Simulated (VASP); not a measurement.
**H3CCl: single point with LDA**

System: H3CCl.

```
C Cl H
1.0
     8.71713    0.00000    0.00000
     0.00000    8.71713    0.00000
     0.00000    0.00000    8.71713
C Cl H
8 8 24
Direct
  0.04873 0.45607 0.06196
  0.33347 0.76841 0.71997
  0.68964 0.02619 0.51944
  0.42080 0.29777 0.02396
  0.83350 0.57130 0.72230
  0.54641 0.49945 0.30458
  0.26884 0.28385 0.57125
  0.07641 0.90749 0.20560
  0.08136 0.41601 0.25319
  0.23946 0.58000 0.70998
  0.77756 0.09355 0.68402
  0.32173 0.12469 0.99330
  0.66274 0.67698 0.75262
  0.71572 0.41167 0.24094
  0.31375 0.11987 0.46993
  0.23185 0.78019 0.18039
  0.94872 0.38087 0.03968
  0.00828 0.57716 0.06367
  0.14578 0.43821 0.98170
  0.42269 0.77372 0.64450
  0.25319 0.86939 0.69851
  0.37875 0.77653 0.84142
  0.57160 0.98566 0.55993
  0.68972 0.11610 0.43806
  0.74959 0.92703 0.47802
  0.34295 0.40063 0.05076
  0.51800 0.27704 0.10971
  0.46691 0.33279 0.91056
  0.80305 0.44935 0.69507
  0.88154 0.63171 0.61665
  0.91002 0.58349 0.82325
  0.56047 0.63174 0.32067
  0.44348 0.44796 0.24204
  0.52358 0.46308 0.42101
  0.28860 0.27120 0.70155
  0.34831 0.37367 0.52778
  0.14242 0.31610 0.55766
  0.97917 0.85420 0.13850
  0.04152 0.88693 0.32219
  0.09448 0.02484 0.17953
```

```json
{
 "Program": "VASP 6.6.1",
 "Task": "single point",
 "Functional": "LDA",
 "Potentials or basis": "VASP PAW LDA potentials, release 64 (C, Cl, H)",
 "Cutoff": "520 eV",
 "k mesh": "1 × 1 × 1",
 "Occupations": "fermi-dirac, width 0.02 eV",
 "Spin": "no spin polarisation",
 "Dipole correction": "no",
 "Further INCAR settings": "LREAL = Auto; ALGO = Normal; EDIFF = 1e-06; NBANDS = 82"
}
```

```yaml
Pressure: -0.7 GPa
Largest_force: 4.273 eV/Å
Band_gap_on_the_k_mesh: 4.97 eV
```

Forces on the atoms (eV/Å):
```
C   -1.372  0.365 -0.228
C   -2.968  0.307  3.058
C   -1.662 -1.236  1.528
C    0.320  0.893 -0.207
C    0.077  0.515 -1.212
C   -0.805  1.002  0.348
C   -0.531  0.882  1.299
C   -1.437 -2.683 -0.314
Cl   1.085 -0.383  1.035
Cl   0.509  1.552  0.060
Cl   0.664  0.396  0.810
Cl  -0.246  0.195  0.102
Cl  -0.033 -0.291  0.295
Cl   0.064  0.169  0.144
Cl  -0.117 -0.847 -0.309
Cl   0.379  0.406 -0.236
H    0.274  0.247 -0.733
H    0.267 -0.278 -0.484
H   -0.149 -0.016  0.343
H    2.200 -0.161 -2.151
H    0.330 -1.170  0.136
H   -0.377  0.027 -0.863
H    0.902  0.609 -0.869
H   -0.370  0.975 -1.098
H    0.586 -0.685 -0.357
H    0.522 -1.349  0.274
H   -1.013  0.327 -0.847
H    0.348 -0.226  0.247
H    0.247  0.537  0.222
H    0.107 -0.901  1.006
H   -0.162 -0.104 -0.357
H   -0.387 -1.694 -0.970
H    0.847  1.168  0.122
H    0.235 -0.395  0.835
H   -0.034 -0.177 -1.281
H   -0.618 -0.087  0.236
H    1.210 -0.212 -0.172
H    0.592  0.696  0.050
H   -0.120  0.411  0.922
H    0.634  1.218 -0.386
```

Stress tensor (GPa, compression positive):
```
-0.64 -0.53 -0.27
-0.53 -1.66  0.17
-0.27  0.17  0.20
```

Levels at points of the mesh, in eV from the valence-band top:
```csv
k point,band 53,band 54,band 55,band 56,band 57,band 58,band 59,band 60
"(0.00, 0.00, 0.00)",-0.25,-0.17,-0.03,0.00,4.97,5.19,5.59,5.91
```

Wall time 110 s on 1 thread of Intel(R) Xeon(R) Platinum 8259CL CPU @ 2.50GHz (Skylake/Cascade Lake), on a shared host, peak memory 0.49 GiB.

Caveat: the k points lie up to 0.72 Å⁻¹ apart; the atoms stand as in a frame of molecular dynamics.
